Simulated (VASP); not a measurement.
# Al2GaAs3 in VASP: notebook

The runs below take Al2GaAs3 through single point, with PBE.

Program: VASP 6.6.1. These are calculated values, not measurements. Logs are shortened: lines on timing, memory, paths and dates and some standing lists are left out, and cuts for length are marked.

**1. The cell of the first run**

Symmetry: P3m1, No. 156, trigonal system. The conventional cell has a = 4.054 Å, b = 4.054 Å, c = 9.935 Å, α = 90.00°, β = 90.00°, γ = 120.00°. Al (site symmetry 3m) has 4 As at 2.48 Å within 3.3 Å. Within 3.3 Å of Al (site symmetry 3m) lie 4 As at 2.48 Å. Within 3.3 Å of Ga (site symmetry 3m) lie 4 As at 2.49 Å. As (site symmetry 3m) has 1 Al at 2.48 Å and 3 Ga at 2.49 Å within 3.3 Å. Within 3.3 Å of As (site symmetry 3m) lie 3 Al at 2.48 Å and 1 Ga at 2.49 Å. As (site symmetry 3m) has 4 Al at 2.48 Å within 3.3 Å.

**2. Single point, PBE**

INCAR

```
PREC = Accurate ; ENCUT = 520
EDIFF = 1E-7 ; ISMEAR = 0
SIGMA = 0.1 ; LREAL = False
LASPH = True ; NELM = 100
ALGO = Normal ; ISIF = 2
LWAVE = False ; LCHARG = False
GGA = PE ; NBANDS = 26
```

KPOINTS

```
regular mesh
0
Gamma
  6 6 2
```

POSCAR

```
Al2GaAs3
1.0
    4.0539519000      0.0000000000      0.0000000000
   -2.0269759000      3.5108253000      0.0000000000
    0.0000000000      0.0000000000      9.9348302000
Al Ga As
2 1 3
Direct
    0.0000000000      0.0000000000      0.0003610000
    0.6666667000      0.3333333000      0.3333870000
    0.3333333000      0.6666667000      0.6662490000
    0.0000000000      0.0000000000      0.7508200000
    0.3333333000      0.6666667000      0.4158240000
    0.6666667000      0.3333333000      0.0833590000
```

Potentials or basis: VASP PAW PBE potentials, release 64 (Al, Ga_d, As).

Started as:

```sh
> cat potpaw_PBE.64/Al/POTCAR potpaw_PBE.64/Ga_d/POTCAR potpaw_PBE.64/As/POTCAR > POTCAR
> mpirun -np 1 vasp_std > vasp.out
```

OUTCAR:

```text
PREC = Accurate
   ENCUT = 520
   EDIFF = 1E-7
   ISMEAR = 0
   LREAL = False
   LASPH = True
   NELM = 100
   ISIF = 2
   GGA = PE

 ion  position               nearest neighbor table
   1  0.000  0.000  0.000-   4 2.48   6 2.48   6 2.48   6 2.48
   2  0.667  0.333  0.333-   5 2.48   5 2.48   5 2.48   6 2.48
   3  0.333  0.667  0.666-   4 2.49   4 2.49   4 2.49   5 2.49
   4  0.000  0.000  0.751-   1 2.48   3 2.49   3 2.49   3 2.49
   5  0.333  0.667  0.416-   2 2.48   2 2.48   2 2.48   3 2.49
   6  0.667  0.333  0.083-   1 2.48   1 2.48   1 2.48   2 2.48

  LATTYP: Found a hexagonal cell.
 ALAT       =     4.0539519000
 C/A-ratio  =     2.4506532009

  Lattice vectors:

 A1 = (   4.0539519000,   0.0000000000,   0.0000000000)
 A2 = (  -2.0269759000,   3.5108253000,   0.0000000000)
 A3 = (   0.0000000000,   0.0000000000,   9.9348302000)

Analysis of symmetry for initial positions (statically):
=====================================================================
 Subroutine PRICEL returns:
 Original cell was already a primitive cell.

 Routine SETGRP: Setting up the symmetry group for a
 hexagonal supercell.

 Subroutine GETGRP returns: Found  6 space group operations
 (whereof  6 operations were pure point group operations)
 out of a pool of 24 trial point group operations.

The static configuration has the point symmetry C_3v.

Analysis of symmetry for dynamics (positions and initial velocities):
=====================================================================
 Subroutine PRICEL returns:
 Original cell was already a primitive cell.

 Routine SETGRP: Setting up the symmetry group for a
 hexagonal supercell.

 Subroutine GETGRP returns: Found  6 space group operations
 (whereof  6 operations were pure point group operations)
 out of a pool of 24 trial point group operations.

The dynamic configuration has the point symmetry C_3v.

 Subroutine INISYM returns: Found  6 space group operations
 (whereof  6 operations are pure point group operations),
 and found     1 'primitive' translations

----------------------------------------------------------------------------------------

                                     Primitive cell

  volume of cell :     141.3996

  direct lattice vectors                    reciprocal lattice vectors
     4.053951900  0.000000000  0.000000000     0.246672882  0.142416653  0.000000000
[... 84 lines left out ...]
   LREAL  =      F    real-space projection
   EDIFFG = 0.1E-05   stopping-criterion for IOM
   NSW    =      0    number of steps for IOM
   IBRION =     -1    ionic relax: 0-MD 1-quasi-New 2-CG
   NFREE  =      0    steps in history (QN), initial steepest desc. (CG)
   ISIF   =      2    stress and relaxation
   ISYM   =      2    0-nonsym 1-usesym 2-fastsym
   POTIM  = 0.5000    time-step for ionic-motion
   TEBEG  =    0.0;   TEEND  =   0.0 temperature during run
   PSTRESS=    0.0 pullay stress
   NELECT =      34.0000    total number of electrons
   NUPDOWN=      -1.0000    fix difference up-down
   EMIN   =  10.00;   EMAX   =-10.00  energy-range for DOS
   EFERMI =   0.00;   METHOD = LEGACY
   ISMEAR =     0;   SIGMA  =   0.10  broadening in eV -4-tet -1-fermi 0-gaus
   EFERMI_NEDOS =   21; number of points for ismear=-14 and -15
   IALGO  =     38    algorithm
   IMIX   =      4    mixing-type and parameters
     AMIX     =   0.40;   BMIX     =  1.00
     AMIX_MAG =   1.60;   BMIX_MAG =  1.00
  volume/ion in A,a.u.               =      23.57       159.04
  Fermi-wavevector in a.u.,A,eV,Ry     =   1.018009  1.923759 14.100300  1.036343
  Thomas-Fermi vector in A             =   2.151443
   LORBIT       =      0    0 simple, 1 ext, 2 COOP (PROOUT), +10 PAW based schemes
   GGA     = PE    functional components
   LHFCALC =     F    Hartree Fock is set to
   AEXX    =    0.0000 exact exchange contribution
   IVDW    =     0    specifies the selected vdW correction
   LEPSILON=     F    determine dielectric tensor
   LRPA    =     F    only Hartree local field effects (RPA)
 non-spin polarized calculation
 Gauss-broadening in eV      SIGMA  =   0.10
  energy-cutoff  :      520.00
  volume of cell :      141.40
 maximum number of plane-waves:      3840
   NGX = 15   NGY = 15   NGZ = 37

 number of electron      33.9999989 magnetization

 Free energy of the ion-electron system (eV)
  ---------------------------------------------------
  ext. energy  EPLUGINS =         0.00000000
  ---------------------------------------------------
  free energy    TOTEN  =       -27.01710212 eV

  energy without entropy =      -27.01710212  energy(sigma->0) =      -27.01710212

 E-fermi :   4.0413     XC(G=0):  -9.0598

 val. band max:        3.5910303906   @ k =   0.0000   0.0000   0.0000
 cond. band min:       4.5370462376   @ k =   0.0000   0.0000   0.0000
 fundamental gap:      0.9460158470
 Fermi energy:         4.0413230149

 k-point     1 :       0.0000    0.0000    0.0000
  band No.  band energies     occupation
      1     -10.9408      2.00000
      2     -10.8984      2.00000
      3     -10.8984      2.00000
      4     -10.8408      2.00000
      5     -10.8408      2.00000
      6      -8.3666      2.00000
[... 395 lines left out ...]
     25       9.9404      0.00000
     26      10.0836      0.00000

------------------------ aborting loop because EDIFF is reached ----------------------------------------

  FORCE on cell =-STRESS in cart. coord.  units (eV):
  Direction    XX          YY          ZZ          XY          YZ          ZX
  --------------------------------------------------------------------------------------
  -------------------------------------------------------------------------------------
  Total        0.1919250      0.1919250      0.0062435      0.0000000      0.0000000     -0.0000000
  in kB        2.1746724      2.1746723      0.0707436      0.0000000      0.0000000     -0.0000000
  external PRESSURE =       1.4733628 kB  Pullay stress =       0.0000000 kB

 VOLUME and BASIS-vectors are now :
 -----------------------------------------------------------------------------
  energy-cutoff  :      520.00
  volume of cell :      141.40
      direct lattice vectors                 reciprocal lattice vectors
     4.053951900  0.000000000  0.000000000     0.246672882  0.142416653  0.000000000
    -2.026975900  3.510825300  0.000000000     0.000000000  0.284833313  0.000000000
     0.000000000  0.000000000  9.934830200     0.000000000  0.000000000  0.100655973

 POSITION                                       TOTAL-FORCE (eV/Angst)
 -----------------------------------------------------------------------------------
      0.00000      0.00000      0.00359        -0.000000     -0.000000      0.002893
      2.02698      1.17027      3.31214        -0.000000      0.000000      0.007823
     -0.00000      2.34055      6.61907         0.000000      0.000000      0.006972
      0.00000      0.00000      7.45927        -0.000000      0.000000      0.001306
     -0.00000      2.34055      4.13114         0.000000      0.000000     -0.012262
      2.02698      1.17027      0.82816         0.000000      0.000000     -0.006733
 -----------------------------------------------------------------------------------
    total drift:                                0.000080     -0.000045     -0.000076

  FREE ENERGIE OF THE ION-ELECTRON SYSTEM (eV)
  ---------------------------------------------------
  free  energy   TOTEN  =       -27.0171021159 eV

  energy  without entropy=      -27.0171021159  energy(sigma->0) =      -27.01710212
```

OSZICAR:

```text
N       E                     dE             d eps       ncg     rms          rms(c)
DAV:   1     0.187870601954E+03    0.18787E+03   -0.13629E+04   738   0.130E+03
DAV:   2    -0.259973510680E+01   -0.19047E+03   -0.17772E+03   808   0.296E+02
DAV:   3    -0.267025719209E+02   -0.24103E+02   -0.23599E+02   910   0.936E+01
DAV:   4    -0.275810256476E+02   -0.87845E+00   -0.87465E+00   880   0.185E+01
DAV:   5    -0.276058788149E+02   -0.24853E-01   -0.24834E-01  1048   0.295E+00    0.523E+00
DAV:   6    -0.270883223835E+02    0.51756E+00   -0.76541E-01   998   0.809E+00    0.304E+00
DAV:   7    -0.270147902510E+02    0.73532E-01   -0.46480E-01   916   0.286E+00    0.968E-01
DAV:   8    -0.270155357497E+02   -0.74550E-03   -0.40441E-02   858   0.185E+00    0.239E-01
DAV:   9    -0.270167323535E+02   -0.11966E-02   -0.41487E-03   950   0.688E-01    0.114E-01
DAV:  10    -0.270168944162E+02   -0.16206E-03   -0.35201E-04   840   0.120E-01    0.555E-02
DAV:  11    -0.270170974611E+02   -0.20304E-03   -0.27069E-04   840   0.100E-01    0.120E-02
DAV:  12    -0.270170984206E+02   -0.95944E-06   -0.11413E-05   948   0.218E-02    0.894E-03
DAV:  13    -0.270171018445E+02   -0.34239E-05   -0.66945E-06   848   0.120E-02    0.204E-03
DAV:  14    -0.270171020386E+02   -0.19413E-06   -0.33628E-07   914   0.319E-03    0.841E-04
DAV:  15    -0.270171021159E+02   -0.77296E-07   -0.66702E-08   628   0.176E-03
   1 F= -.27017102E+02 E0= -.27017102E+02  d E =-.248587E-11
```

stdout:

```text
POSCAR found type information on POSCAR AlGaAs
 POSCAR found :  3 types and       6 ions
 scaLAPACK will be used
 LDA part: xc-table for (Slater+PW92), standard interpolation
 POSCAR, INCAR and KPOINTS ok, starting setup
 FFT: planning ... GRIDC
 FFT: planning ... GRID_SOFT
 FFT: planning ... GRID
 WAVECAR not read
 entering main loop
```

It took 48 s on 1 thread of Intel Xeon 6975P-C (Granite Rapids), shared host; peak memory 0.27 GiB.

What came out:

```yaml
Free_energy: -27.0171 eV
Pressure: 0.1 GPa
Largest_force: 0.012 eV/Å
Band_gap_on_the_k_mesh: 0.95 eV, direct
```

Forces in eV/Å, atoms in the order of the input:
```
Al   0.000  0.000  0.003
Al   0.000  0.000  0.008
Ga   0.000  0.000  0.007
As   0.000  0.000  0.001
As   0.000  0.000 -0.012
As   0.000  0.000 -0.007
```

Levels at points of the mesh, in eV from the valence-band top:
| k point | band 15 | band 16 | band 17 | band 18 | band 19 | band 20 |
| --- | --- | --- | --- | --- | --- | --- |
| (0.00, 0.00, 0.00) | -0.04 | 0.00 | 0.00 | 0.95 | 1.89 | 2.04 |
| (0.50, 0.00, 0.00) | -2.15 | -1.40 | -1.31 | 1.46 | 1.97 | 2.62 |
| (0.00, 0.00, 0.50) | -0.44 | -0.18 | -0.18 | 1.39 | 2.17 | 2.46 |
| (0.50, 0.00, 0.50) | -1.99 | -0.93 | -0.92 | 1.51 | 1.94 | 2.14 |

**3. Single point, PBE**

This run uses another cell than the first one: it holds 12 atoms, not 6.

INCAR

```
SYSTEM = Al2GaAs3
PREC = Accurate ; ENCUT = 520
EDIFF = 1E-6 ; ISMEAR = 0
SIGMA = 0.1 ; LREAL = .FALSE.
LASPH = .TRUE. ; NELM = 100
ALGO = Normal ; ISIF = 2
LWAVE = .FALSE. ; LCHARG = .FALSE.
GGA = PE ; NBANDS = 46
```

KPOINTS

```
Automatic mesh
0
G
  4 2 2
  0 0 0
```

POSCAR

```
Al2GaAs3
1.0
    4.0539518820     -0.0000000289      0.0000000000
    0.0000000500      7.0216506311      0.0000000000
    0.0000000000      0.0000000000      9.9348302000
Al Ga As
4 2 6
Direct
    0.0000000000      0.0000000000      0.0003610000
    0.5000000000      0.5000000000      0.0003610000
    0.5000000000      0.1666666667      0.3333870000
    1.0000000000      0.6666666667      0.3333870000
    0.0000000000      0.3333333333      0.6662490000
    0.5000000000      0.8333333333      0.6662490000
    0.0000000000      0.0000000000      0.7508200000
    0.5000000000      0.5000000000      0.7508200000
    0.0000000000      0.3333333333      0.4158240000
    0.5000000000      0.8333333333      0.4158240000
    0.5000000000      0.1666666667      0.0833590000
    1.0000000000      0.6666666667      0.0833590000
```

Potentials or basis: VASP PAW PBE potentials, release 64 (Al, Ga_d, As).

Started as:

```sh
> cat potpaw_PBE.64/Al/POTCAR potpaw_PBE.64/Ga_d/POTCAR potpaw_PBE.64/As/POTCAR > POTCAR
> mpirun -np 1 vasp_std > vasp.out
```

Run time: 2.5 min. Hardware: 1 thread of Intel Xeon 6975P-C (Granite Rapids), shared host; peak memory 0.39 GiB.

It converged, with:

```
Free energy            : -53.8711 eV
Pressure               : 0.1 GPa
Largest force          : 0.041 eV/Å
Band gap on the k mesh : 0.94 eV
```

Forces on the atoms (eV/Å):
```
Al   0.000 -0.012 -0.006
Al   0.000 -0.012 -0.006
Al   0.000 -0.012  0.005
Al   0.000 -0.012  0.005
Ga   0.000 -0.031 -0.008
Ga   0.000 -0.031 -0.008
As   0.000  0.031  0.027
As   0.000  0.031  0.027
As   0.000  0.012 -0.012
As   0.000  0.012 -0.012
As   0.000  0.011 -0.006
As   0.000  0.011 -0.006
```

Stress tensor (GPa, compression positive):
```
 0.64  0.00  0.00
 0.00 -0.15 -0.05
 0.00 -0.05 -0.10
```

Levels at points of the mesh, in eV from the valence-band top:
```csv
k point,band 30,band 31,band 32,band 33,band 34,band 35,band 36,band 37,band 38,band 39
"(0.00, 0.00, 0.00)",-0.70,-0.70,-0.05,0.00,0.00,0.94,1.46,1.89,1.97,2.03
"(0.50, 0.00, 0.00)",-2.04,-1.99,-1.99,-0.99,-0.99,2.45,2.45,2.81,2.81,3.13
"(0.00, 0.50, 0.00)",-1.01,-0.77,-0.77,-0.71,-0.71,2.31,2.31,2.58,2.58,3.12
"(0.50, 0.50, 0.00)",-2.15,-1.40,-1.40,-1.31,-1.31,1.46,1.46,1.97,1.97,2.62
"(0.00, 0.00, 0.50)",-0.92,-0.44,-0.44,-0.18,-0.18,1.38,1.51,1.93,2.13,2.16
"(0.50, 0.00, 0.50)",-2.50,-1.63,-1.63,-1.59,-1.59,2.76,2.76,3.12,3.12,4.28
"(0.00, 0.50, 0.50)",-1.42,-1.27,-1.27,-0.50,-0.50,2.12,2.12,2.51,2.51,2.66
"(0.50, 0.50, 0.50)",-1.99,-0.93,-0.93,-0.92,-0.92,1.51,1.51,1.93,1.93,2.14
```

Caveat: the k points lie up to 0.45 Å⁻¹ apart. As with any semilocal functional, this PBE gap is likely too small.

**4. Single point, PBE**

This run uses another cell than the first one: it holds 12 atoms, not 6.

INCAR

```
PREC = Accurate
ENCUT = 520
EDIFF = 1E-6
ISMEAR = 0
SIGMA = 0.1
LREAL = F
LASPH = T
NELM = 80
ALGO = Normal
ISIF = 2
LWAVE = F
LCHARG = F
GGA = PE
NBANDS = 46
```

KPOINTS

```
Automatic mesh
0
Gamma
  4 2 2
```

POSCAR

```
Al2GaAs3
1.0
    4.0768994839     -0.0000235241      0.0001250711
   -0.0008171514      6.9970270590     -0.0171815680
    0.0005733257     -0.0253153841      9.9113627597
Al Ga As
4 2 6
Direct
   -0.0000857871      0.0003584975      0.0005192546
    0.4998285318      0.5003430886      0.0005274540
    0.4999706195      0.1667203809      0.3335336936
    1.0002754487      0.6667264263      0.3335829992
    0.0002931638      0.3332219375      0.6662363410
    0.4996837650      0.8332302458      0.6662901674
   -0.0002933286      0.0000111598      0.7509062189
    0.5002602984      0.4999966285      0.7509088645
    0.0000794128      0.3330164540      0.4155233094
    0.5002245082      0.8330556169      0.4155644089
    0.4999319837      0.1666577377      0.0831990630
    0.9998313839      0.6666618265      0.0832082256
```

Started as:

```sh
> cat potpaw_PBE.64/Al/POTCAR potpaw_PBE.64/Ga_d/POTCAR potpaw_PBE.64/As/POTCAR > POTCAR
> mpirun -np 1 vasp_std > vasp.out
```

It took 2 min on 1 thread of Intel Xeon 6975P-C (Granite Rapids), shared host; peak memory 0.39 GiB.

The run converged. Its results:

```
Free energy            : -53.8750 eV
Pressure               : 0.1 GPa
Largest force          : 0.011 eV/Å
Band gap on the k mesh : 0.92 eV
```

Forces in eV/Å, atoms in the order of the input:
```
Al   0.000  0.000  0.007
Al   0.000  0.002  0.007
Al   0.003  0.001 -0.002
Al  -0.002  0.001 -0.004
Ga  -0.001  0.003  0.011
Ga   0.001  0.002  0.009
As   0.002 -0.001 -0.003
As  -0.002 -0.002 -0.004
As  -0.002 -0.001 -0.005
As   0.000 -0.002 -0.005
As   0.000 -0.001 -0.006
As   0.001 -0.001 -0.005
```

Levels at points of the mesh, in eV from the valence-band top:
| k point | band 32 | band 33 | band 34 | band 35 | band 36 | band 37 |
| --- | --- | --- | --- | --- | --- | --- |
| (0.00, 0.00, 0.00) | -0.05 | -0.05 | 0.00 | 0.92 | 1.41 | 1.85 |
| (0.50, 0.00, 0.00) | -1.99 | -1.03 | -1.03 | 2.47 | 2.47 | 2.82 |
| (0.00, 0.50, 0.00) | -0.83 | -0.72 | -0.72 | 2.24 | 2.24 | 2.53 |
| (0.50, 0.50, 0.00) | -1.40 | -1.31 | -1.31 | 1.45 | 1.45 | 1.97 |
| (0.00, 0.00, 0.50) | -0.44 | -0.23 | -0.18 | 1.34 | 1.47 | 1.85 |
| (0.50, 0.00, 0.50) | -1.64 | -1.61 | -1.61 | 2.76 | 2.76 | 3.13 |
| (0.00, 0.50, 0.50) | -1.26 | -0.56 | -0.56 | 2.07 | 2.07 | 2.44 |
| (0.50, 0.50, 0.50) | -0.96 | -0.90 | -0.90 | 1.51 | 1.52 | 1.93 |

Caveat: the k points lie up to 0.45 Å⁻¹ apart.

**5. Single point, PBE**

INCAR

```
PREC = Accurate
ENCUT = 520
EDIFF = 1E-6
ISMEAR = 0
SIGMA = 0.02
LREAL = False
LASPH = True
NELM = 80
ALGO = Normal
ISIF = 2
LWAVE = False
LCHARG = True
GGA = PE
LELF = True
LVHAR = True
NBANDS = 26
```

KPOINTS

```
Automatic mesh
0
Gamma
  12 12 4
```

POSCAR

```
Al2GaAs3
1.0
    4.0539518820     -0.0000000289      0.0000000000
   -2.0269759160      3.5108253300      0.0000000000
    0.0000000000      0.0000000000      9.9348302000
Al Ga As
2 1 3
Direct
    0.0000000000      0.0000000000      0.0003610000
    0.6666666667      0.3333333333      0.3333870000
    0.3333333333      0.6666666667      0.6662490000
    0.0000000000      0.0000000000      0.7508200000
    0.3333333333      0.6666666667      0.4158240000
    0.6666666667      0.3333333333      0.0833590000
```

Started as:

```sh
> cat potpaw_PBE.64/Al/POTCAR potpaw_PBE.64/Ga_d/POTCAR potpaw_PBE.64/As/POTCAR > POTCAR
> mpirun -np 1 vasp_std > vasp.out
```

Wall time 2.1 min (1 thread of Intel Xeon 6975P-C (Granite Rapids), shared host); peak memory 0.41 GiB.

Results (log left out):

```
Free energy            : -27.0431 eV
Pressure               : 0.2 GPa
Largest force          : 0.010 eV/Å
Band gap on the k mesh : 0.95 eV, direct
```

Forces on the atoms (eV/Å):
```
Al   0.000  0.000  0.007
Al   0.000  0.000  0.008
Ga   0.000  0.000  0.008
As   0.000  0.000 -0.006
As   0.000  0.000 -0.010
As   0.000  0.000 -0.007
```

Levels at points of the mesh, in eV from the valence-band top:
```tsv
k point	band 15	band 16	band 17	band 18	band 19	band 20
(0.00, 0.00, 0.00)	-0.04	0.00	0.00	0.95	1.90	2.04
(0.50, 0.00, 0.00)	-2.15	-1.40	-1.31	1.47	1.98	2.62
(0.00, 0.00, 0.50)	-0.44	-0.18	-0.18	1.39	2.17	2.46
(0.50, 0.00, 0.50)	-1.98	-0.92	-0.92	1.52	1.94	2.14
```

A k mesh can miss the band edges. PBE gaps usually lie below the measured ones, often by a third to a half.

**6. The runs side by side**

| cell | k mesh | smearing | gap on the mesh (eV) | pressure (GPa) | largest force (eV/Å) |
| --- | --- | --- | --- | --- | --- |
| a = 4.054, b = 4.054, c = 9.935 Å, angles 90.0, 90.0, 120.0°, 6 atoms | 6 × 6 × 2 | gaussian 0.1 eV | 0.95 | 0.1 | 0.01 |
| a = 4.054, b = 7.022, c = 9.935 Å, 12 atoms | 4 × 2 × 2 | gaussian 0.1 eV | 0.94 | 0.1 | 0.04 |
| a = 4.077, b = 6.997, c = 9.911 Å, angles 90.3, 90.0, 90.0°, 12 atoms | 4 × 2 × 2 | gaussian 0.1 eV | 0.92 | 0.1 | 0.01 |
| a = 4.054, b = 4.054, c = 9.935 Å, angles 90.0, 90.0, 120.0°, 6 atoms | 12 × 12 × 4 | gaussian 0.02 eV | 0.95 | 0.2 | 0.01 |

Alike in all rows: task single point; level PBE; potentials or basis VASP PAW PBE potentials, release 64 (Al, Ga_d, As); no spin polarisation; cutoff (eV) 520.

Caveats: some runs use coarse meshes.

Total energies depend on the potentials used, so only differences within one code and one set of settings carry meaning.
